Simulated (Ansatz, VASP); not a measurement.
# One calculation of MnIn3, two programs

```
Mn In
1.0
     5.87641    0.00000    0.00000
    -2.93820    5.08912    0.00000
     0.00000    0.00000    3.41116
Mn In
1 3
Cartesian
  2.9382 1.6964 1.7056
  -1.4691 4.2409 1.7056
  0.0000 1.6964 1.7056
  1.4691 4.2409 1.7056
```

Alike in both runs: functional PBE; k mesh 6 × 6 × 2; occupations gaussian, width 0.1 eV; collinear spin.

Ansatz relaxed the structure, and its values are those at the end. VASP's run is a single point on that final structure, the one shown.

|  | VASP | Ansatz |
| --- | --- | --- |
| version | VASP 6.6.1 | Ansatz 0.2.0 |
| potentials or method | VASP PAW PBE potentials, release 64 (Mn_pv, In_d), cutoff 520 eV | scalar-relativistic, plane waves, PAW |
| valence electrons in the cell | 52 | 54 |

|  | VASP | Ansatz | Ansatz less VASP |
| --- | --- | --- | --- |
| gap on the k mesh at the Fermi level (eV) | none | none | - |
| pressure (GPa) | 0.1 | 0.1 | +0.02 |
| net moment per atom (μB) | 0.94 | 0.94 | +0.001 |
| size of the moment on the site where the two differ most (μB) | 3.90 | 3.99 | +0.088 |

Site moments also hang on the region over which each program counts them. A gap of «none» marks a metal or a gap that the smearing closes. VASP's potentials hold 52 valence electrons a cell and Ansatz's 54, so a difference there can come from the potentials and not from the codes. Ansatz's warnings: cell relax basis refresh, seeded moment not kept.

The k mesh is coarse, so the values compare programs but aren't converged.
